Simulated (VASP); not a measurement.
Here is a VASP 6.6.1 calculation.

Contents of INCAR:

```
PREC     = Accurate       # precision mode
ENCUT    = 520            # plane-wave cutoff, eV
EDIFF    = 1E-7           # SCF threshold, eV
ISMEAR   = -1             # smearing method
SIGMA    = 0.1            # smearing width, eV
LREAL    = False          # projectors in reciprocal space
LASPH    = True           # aspherical terms in the spheres
NELM     = 100            # most SCF steps
ALGO     = Normal         # electronic algorithm
ISIF     = 2              # what is computed and relaxed
LWAVE    = False          # write WAVECAR
LCHARG   = False          # write CHGCAR
GGA      = PE             # functional
NBANDS   = 14             # bands
ISYM     = 0
```

Contents of KPOINTS:

```
Automatic mesh
0
Gamma
  11 11 4
```

POSCAR

```
Sb
1.0
    0.0000000000      2.3962708736     -2.3962708736
   -2.3962708736      0.0000000000      2.3962708736
    4.7925417473      4.7925417473      4.7925417473
Sb
3
Direct
    0.0000000000      0.0000000000      0.0000000000
    0.3333333330      0.6666666670      0.3333333330
    0.6666666670      0.3333333330      0.6666666670
```

Potentials or basis: VASP PAW PBE potentials, release 64 (Sb).

Run with:

```bash
$ cat potpaw_PBE.64/Sb/POTCAR > POTCAR
$ mpirun -np 1 vasp_std > vasp.out
```

Question: Predict the pressure.

Answer: -0.3 GPa.
